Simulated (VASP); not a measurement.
# GaN (Fm-3m) in VASP: notebook

Aim: see how the results for GaN move with the level of theory and the settings. Levels: LDA, PBEsol, PBE, r2SCAN. Tasks: single point.

Program: VASP 6.6.1. These are calculated values, not measurements. Logs are shortened: lines on timing, memory, paths and dates and some standing lists are left out, and cuts for length are marked.

## Step 1: The cell of the first run

Symmetry: Fm-3m, No. 225, cubic system. The conventional cell has a = 4.217 Å, b = 4.217 Å, c = 4.217 Å, α = 90.00°, β = 90.00°, γ = 90.00°. Ga (site symmetry m-3m) has 6 N at 2.11 Å within 2.8 Å. Within 2.8 Å of N (site symmetry m-3m) lie 6 Ga at 2.11 Å.

## Step 2: Single point, LDA

Input file INCAR:

```
PREC = Accurate
ENCUT = 520
EDIFF = 1E-6
ISMEAR = 0
SIGMA = 0.01
LREAL = False
LASPH = True
NELM = 60
ALGO = Normal
ISIF = 2
LWAVE = False
LCHARG = False
GGA = CA
NBANDS = 16
```

Input file KPOINTS:

```
regular mesh
0
Gamma
  10 10 10
```

Input file POSCAR:

```
GaN
1.0
    0.0000000000      2.1085153661      2.1085153661
    2.1085153661      0.0000000000      2.1085153661
    2.1085153661      2.1085153661      0.0000000000
Ga N
1 1
Direct
    0.5000000000      0.5000000000      0.5000000000
    0.0000000000      0.0000000000      0.0000000000
```

Potentials or basis: VASP PAW LDA potentials, release 64 (Ga_d, N).

Run with:

```bash
> cat potpaw_LDA.64/Ga_d/POTCAR potpaw_LDA.64/N/POTCAR > POTCAR
> mpirun -np 1 vasp_std > vasp.out
```

OUTCAR:

```text
PREC = Accurate
   ENCUT = 520
   EDIFF = 1E-6
   ISMEAR = 0
   LREAL = False
   LASPH = True
   NELM = 60
   ISIF = 2
   GGA = CA

 ion  position               nearest neighbor table
   1  0.500  0.500  0.500-   2 2.11   2 2.11   2 2.11   2 2.11   2 2.11   2 2.11
   2  0.000  0.000  0.000-   1 2.11   1 2.11   1 2.11   1 2.11   1 2.11   1 2.11

  LATTYP: Found a face centered cubic cell.
 ALAT       =     4.2170307322

  Lattice vectors:

 A1 = (   0.0000000000,   2.1085153661,   2.1085153661)
 A2 = (   2.1085153661,   0.0000000000,   2.1085153661)
 A3 = (   2.1085153661,   2.1085153661,   0.0000000000)

Analysis of symmetry for initial positions (statically):
=====================================================================
 Subroutine PRICEL returns:
 Original cell was already a primitive cell.

 Routine SETGRP: Setting up the symmetry group for a
 face centered cubic supercell.

 Subroutine GETGRP returns: Found 48 space group operations
 (whereof 48 operations were pure point group operations)
 out of a pool of 48 trial point group operations.

The static configuration has the point symmetry O_h .

Analysis of symmetry for dynamics (positions and initial velocities):
=====================================================================
 Subroutine PRICEL returns:
 Original cell was already a primitive cell.

 Routine SETGRP: Setting up the symmetry group for a
 face centered cubic supercell.

 Subroutine GETGRP returns: Found 48 space group operations
 (whereof 48 operations were pure point group operations)
 out of a pool of 48 trial point group operations.

The dynamic configuration has the point symmetry O_h .

 Subroutine INISYM returns: Found 48 space group operations
 (whereof 48 operations are pure point group operations),
 and found     1 'primitive' translations

----------------------------------------------------------------------------------------

                                     Primitive cell

  volume of cell :      18.7482

  direct lattice vectors                    reciprocal lattice vectors
     0.000000000  2.108515366  2.108515366    -0.237133676  0.237133676  0.237133676
     2.108515366  0.000000000  2.108515366     0.237133676 -0.237133676  0.237133676
     2.108515366  2.108515366  0.000000000     0.237133676  0.237133676 -0.237133676

  length of vectors
     2.981891027  2.981891027  2.981891027     0.410727575  0.410727575  0.410727575

  position of ions in fractional coordinates (direct lattice)
     0.500000000  0.500000000  0.500000000
     0.000000000  0.000000000  0.000000000

  ion indices of the primitive-cell ions
   primitive index   ion index
                 1           1
                 2           2

----------------------------------------------------------------------------------------

 KPOINTS: regular mesh

Automatic generation of k-mesh.
 Grid dimensions read from file:
 generate k-points for:   10   10   10

 Generating k-lattice:

  Cartesian coordinates                     Fractional coordinates (reciprocal lattice)
    -0.023713368  0.023713368  0.023713368     0.100000000  0.000000000  0.000000000
     0.023713368 -0.023713368  0.023713368     0.000000000  0.100000000  0.000000000
     0.023713368  0.023713368 -0.023713368     0.000000000  0.000000000  0.100000000

  Length of vectors
     0.041072758  0.041072758  0.041072758

  Shift w.r.t. Gamma in fractional coordinates (k-lattice)
     0.000000000  0.000000000  0.000000000

 Subroutine IBZKPT returns following result:
 ===========================================

 Found     47 irreducible k-points:

 Following reciprocal coordinates:
            Coordinates               Weight
  0.000000  0.000000  0.000000      1.000000
  0.100000  0.000000  0.000000      8.000000
  0.200000  0.000000  0.000000      8.000000
  0.300000  0.000000  0.000000      8.000000
  0.400000  0.000000  0.000000      8.000000
  0.500000  0.000000  0.000000      4.000000
[... 16 lines left out ...]
  0.300000  0.300000  0.000000      6.000000
  0.400000  0.300000  0.000000     24.000000
 [... further k-points ...]
   k-points           NKPTS =     47   k-points in BZ     NKDIM =     47   number of bands    NBANDS=     16
   number of dos      NEDOS =    301   number of ions     NIONS =      2
   total plane-waves  NPLWV =  13824
   dimension x,y,z NGX =    24 NGY =   24 NGZ =   24
   dimension x,y,z NGXF=    48 NGYF=   48 NGZF=   48
   ions per type =               1   1
   NGX,Y,Z   is equivalent  to a cutoff of  13.38, 13.38, 13.38 a.u.
   NGXF,Y,Z  is equivalent  to a cutoff of  26.76, 26.76, 26.76 a.u.
 SYSTEM =  unknown system
   PREC   = accura    normal or accurate (medium, high low for compatibility)
   ISTART =      0    job   : 0-new  1-cont  2-samecut
   ICHARG =      2    charge: 1-file 2-atom 10-const
   ISPIN  =      1    spin polarized calculation?
   LNONCOLLINEAR =      F non collinear calculations
   LSORBIT =      F    spin-orbit coupling
   LASPH  =      T    aspherical Exc in radial PAW
   ENCUT  =  520.0 eV  38.22 Ry    6.18 a.u.   5.54  5.54  5.54*2*pi/ulx,y,z
   NELM   =     60;   NELMIN=  2; NELMDL= -5     # of ELM steps
   EDIFF  = 0.1E-05   stopping-criterion for ELM
   LREAL  =      F    real-space projection
   EDIFFG = 0.1E-04   stopping-criterion for IOM
   NSW    =      0    number of steps for IOM
   IBRION =     -1    ionic relax: 0-MD 1-quasi-New 2-CG
   NFREE  =      0    steps in history (QN), initial steepest desc. (CG)
   ISIF   =      2    stress and relaxation
   ISYM   =      2    0-nonsym 1-usesym 2-fastsym
   POTIM  = 0.5000    time-step for ionic-motion
   TEBEG  =    0.0;   TEEND  =   0.0 temperature during run
   PSTRESS=    0.0 pullay stress
   NELECT =      18.0000    total number of electrons
   NUPDOWN=      -1.0000    fix difference up-down
   EMIN   =  10.00;   EMAX   =-10.00  energy-range for DOS
   EFERMI =   0.00;   METHOD = LEGACY
   ISMEAR =     0;   SIGMA  =   0.01  broadening in eV -4-tet -1-fermi 0-gaus
   EFERMI_NEDOS =   21; number of points for ismear=-14 and -15
   IALGO  =     38    algorithm
   IMIX   =      4    mixing-type and parameters
     AMIX     =   0.40;   BMIX     =  1.00
     AMIX_MAG =   1.60;   BMIX_MAG =  1.00
  volume/ion in A,a.u.               =       9.37        63.26
  Fermi-wavevector in a.u.,A,eV,Ry     =   1.615024  3.051952 35.488097  2.608302
  Thomas-Fermi vector in A             =   2.709838
   LORBIT       =      0    0 simple, 1 ext, 2 COOP (PROOUT), +10 PAW based schemes
   GGA     = CA    functional components
   LHFCALC =     F    Hartree Fock is set to
   AEXX    =    0.0000 exact exchange contribution
   IVDW    =     0    specifies the selected vdW correction
   LEPSILON=     F    determine dielectric tensor
   LRPA    =     F    only Hartree local field effects (RPA)
 non-spin polarized calculation
 Gauss-broadening in eV      SIGMA  =   0.01
  energy-cutoff  :      520.00
  volume of cell :       18.75
 maximum number of plane-waves:       531
 NGX is ok and might be reduce to    24
   NGX = 11   NGY = 11   NGZ = 11

 number of electron      18.0000008 magnetization

 Free energy of the ion-electron system (eV)
  ---------------------------------------------------
  ext. energy  EPLUGINS =         0.00000000
  ---------------------------------------------------
  free energy    TOTEN  =       -13.07756601 eV

  energy without entropy =      -13.07756601  energy(sigma->0) =      -13.07756601

 E-fermi :   7.8998     XC(G=0): -13.5182

 val. band max:        7.7395302314   @ k =  -0.2000   0.2000   0.0000
 cond. band min:       8.2228983862   @ k =   0.5000   0.5000   0.0000
 fundamental gap:      0.4833681548
 Fermi energy:         7.8998105014

 k-point     1 :       0.0000    0.0000    0.0000
  band No.  band energies     occupation
      1      -9.5034      2.00000
      2      -6.3296      2.00000
      3      -6.3296      2.00000
      4      -6.3296      2.00000
      5      -6.2304      2.00000
      6      -6.2304      2.00000
[... 8 lines left out ...]
     15      23.3871      0.00000
     16      23.3871      0.00000

 k-point     2 :       0.1000    0.0000    0.0000
  band No.  band energies     occupation
      1      -9.3042      2.00000
      2      -6.3376      2.00000
      3      -6.3198      2.00000
      4      -6.3198      2.00000
      5      -6.2433      2.00000
      6      -6.2433      2.00000
[... 8 lines left out ...]
     15      23.6389      0.00000
     16      23.6389      0.00000

 k-point     3 :       0.2000    0.0000    0.0000
  band No.  band energies     occupation
      1      -8.7263      2.00000
      2      -6.3574      2.00000
      3      -6.3427      2.00000
      4      -6.3427      2.00000
      5      -6.2273      2.00000
      6      -6.2273      2.00000
[... 8 lines left out ...]
     15      24.7498      0.00000
     16      24.7498      0.00000

 k-point     4 :       0.3000    0.0000    0.0000
  band No.  band energies     occupation
      1      -7.8475      2.00000
      2      -6.4094      2.00000
      3      -6.4094      2.00000
      4      -6.3773      2.00000
      5      -6.1679      2.00000
      6      -6.1679      2.00000
[... 8 lines left out ...]
     15      26.5725      0.00000
     16      26.5725      0.00000
[... 324 lines left out ...]
 k-point    22 :      -0.2000    0.2000    0.0000
  band No.  band energies     occupation
      1      -7.7446      2.00000
      2      -6.4062      2.00000
      3      -6.3975      2.00000
      4      -6.3680      2.00000
      5      -6.2192      2.00000
      6      -5.9106      2.00000
[... 8 lines left out ...]
     15      26.4423      0.00000
     16      28.6594      0.00000

 k-point    23 :       0.3000    0.3000    0.0000
  band No.  band energies     occupation
      1      -8.0244      2.00000
      2      -6.4530      2.00000
      3      -6.1561      2.00000
      4      -6.1561      2.00000
      5      -6.1559      2.00000
      6      -5.6886      2.00000
[... 8 lines left out ...]
     15      31.7453      0.00000
     16      33.3903      0.00000

 k-point    24 :       0.4000    0.3000    0.0000
  band No.  band energies     occupation
      1      -7.8787      2.00000
      2      -6.4675      2.00000
      3      -6.1906      2.00000
      4      -6.1423      2.00000
      5      -6.0883      2.00000
      6      -4.9773      2.00000
[... 8 lines left out ...]
     15      32.5226      0.00000
     16      33.8990      0.00000

 [... further k-points ...]
[... 5 lines left out ...]
  --------------------------------------------------------------------------------------
  -------------------------------------------------------------------------------------
  Total       -0.5604805     -0.5604805     -0.5604805     -0.0000000      0.0000000     -0.0000000
  in kB      -47.8972750    -47.8972750    -47.8972750     -0.0000000      0.0000000     -0.0000000
  external PRESSURE =     -47.8972750 kB  Pullay stress =       0.0000000 kB

 VOLUME and BASIS-vectors are now :
 -----------------------------------------------------------------------------
  energy-cutoff  :      520.00
  volume of cell :       18.75
      direct lattice vectors                 reciprocal lattice vectors
     0.000000000  2.108515366  2.108515366    -0.237133676  0.237133676  0.237133676
     2.108515366  0.000000000  2.108515366     0.237133676 -0.237133676  0.237133676
     2.108515366  2.108515366  0.000000000     0.237133676  0.237133676 -0.237133676

 POSITION                                       TOTAL-FORCE (eV/Angst)
 -----------------------------------------------------------------------------------
      2.10852      2.10852      2.10852        -0.000000      0.000000     -0.000000
      0.00000      0.00000      0.00000         0.000000     -0.000000      0.000000
 -----------------------------------------------------------------------------------
    total drift:                                0.000000     -0.000000      0.000000

  FREE ENERGIE OF THE ION-ELECTRON SYSTEM (eV)
  ---------------------------------------------------
  free  energy   TOTEN  =       -13.0775660085 eV

  energy  without entropy=      -13.0775660085  energy(sigma->0) =      -13.07756601
```

Run time: 8.4 s. Hardware: 1 thread of Intel Xeon Platinum 8488C (Sapphire Rapids), shared host; peak memory 0.13 GiB.

What came out:

* Free energy: -13.0776 eV
* Pressure: -4.8 GPa
* Band gap on the k mesh: 0.48 eV, indirect (least direct gap 2.92 eV)

A k mesh can miss the band edges. Expect the measured gap to be larger: semilocal functionals such as LDA lack the derivative discontinuity.

## Step 3: Single point, PBEsol

Input file INCAR:

```
  PREC = Accurate
  ENCUT = 520
  EDIFF = 1E-6
  ISMEAR = -1
  SIGMA = 0.02
  LREAL = F
  LASPH = T
  NELM = 80
  ALGO = Normal
  ISIF = 2
  LWAVE = F
  LCHARG = T
  GGA = PS
  LELF = T
  LVHAR = T
  NBANDS = 16
```

KPOINTS is that of step 2.

Input file POSCAR:

```
GaN
1.0
    0.0000000000      2.1097329883      2.1097329883
    2.1097329883      0.0000000000      2.1097329883
    2.1097329883      2.1097329883      0.0000000000
Ga N
1 1
Direct
    0.5000000000      0.5000000000      0.5000000000
    0.0000000000      0.0000000000      0.0000000000
```

Potentials or basis: VASP PAW PBE potentials, release 64 (Ga_d, N).

Run with:

```bash
> cat potpaw_PBE.64/Ga_d/POTCAR potpaw_PBE.64/N/POTCAR > POTCAR
> mpirun -np 1 vasp_std > vasp.out
```

It took 11 s on 1 thread of Intel Xeon Platinum 8488C (Sapphire Rapids), shared host; peak memory 0.14 GiB.

It converged, with:

| Property | Result |
| --- | --- |
| Free energy | -12.2597 eV |
| Pressure | 0.5 GPa |
| Band gap on the k mesh | 0.57 eV, indirect (least direct gap 2.82 eV) |

Levels at points of the mesh, in eV from the valence-band top:
```tsv
k point	band 7	band 8	band 9	band 10	band 11	band 12
(0.00, 0.00, 0.00)	-0.50	-0.50	-0.50	2.32	14.66	14.66
(0.50, 0.00, 0.00)	-8.32	-0.14	-0.14	4.65	9.03	9.03
(0.50, 0.50, 0.00)	-7.22	-3.07	-3.07	0.57	7.71	11.93
```

Caveat: the PAW data sets were made with another functional, which shifts forces and pressure a little. A k mesh can miss the band edges.

## Step 4: Single point, PBE

This run uses another cell than the first one, of 9.72 Å³/atom, 1.037 times its volume.

Input file INCAR:

```
ALGO = Normal ; EDIFF = 1E-6
ENCUT = 520 ; GGA = PE
ISIF = 2 ; ISMEAR = -1
LASPH = T ; LCHARG = F
LREAL = F ; LWAVE = F
NBANDS = 16 ; NELM = 80
PREC = Accurate ; SIGMA = 0.02
```

Input file KPOINTS:

```
k-points
0
Gamma
  10 10 10
```

Input file POSCAR:

```
GaN
1.0
    0.0000000000      2.1340290692      2.1340290692
    2.1340290692      0.0000000000      2.1340290692
    2.1340290692      2.1340290692      0.0000000000
Ga N
1 1
Direct
    0.5000000000      0.5000000000      0.5000000000
    0.0000000000      0.0000000000      0.0000000000
```

Run with:

```bash
> cat potpaw_PBE.64/Ga_d/POTCAR potpaw_PBE.64/N/POTCAR > POTCAR
> mpirun -np 1 vasp_std > vasp.out
```

It took 11 s on 1 thread of Intel Xeon Platinum 8488C (Sapphire Rapids), shared host; peak memory 0.14 GiB.

It converged, with:

```yaml
Free_energy: -11.2064 eV
Pressure: 0.8 GPa
Band_gap_on_the_k_mesh: 0.44 eV, indirect (least direct gap 2.39 eV)
```

Levels at points of the mesh, in eV from the valence-band top:
| k point | band 6 | band 7 | band 8 | band 9 | band 10 | band 11 | band 12 | band 13 |
| --- | --- | --- | --- | --- | --- | --- | --- | --- |
| (0.00, 0.00, 0.00) | -13.89 | -0.45 | -0.45 | -0.45 | 1.93 | 14.58 | 14.58 | 14.58 |
| (0.50, 0.00, 0.00) | -13.76 | -8.07 | -0.14 | -0.14 | 4.60 | 8.96 | 8.96 | 9.05 |
| (0.50, 0.50, 0.00) | -11.03 | -6.87 | -2.91 | -2.91 | 0.44 | 7.82 | 11.66 | 14.15 |

(Continued in part 2 of 2.)
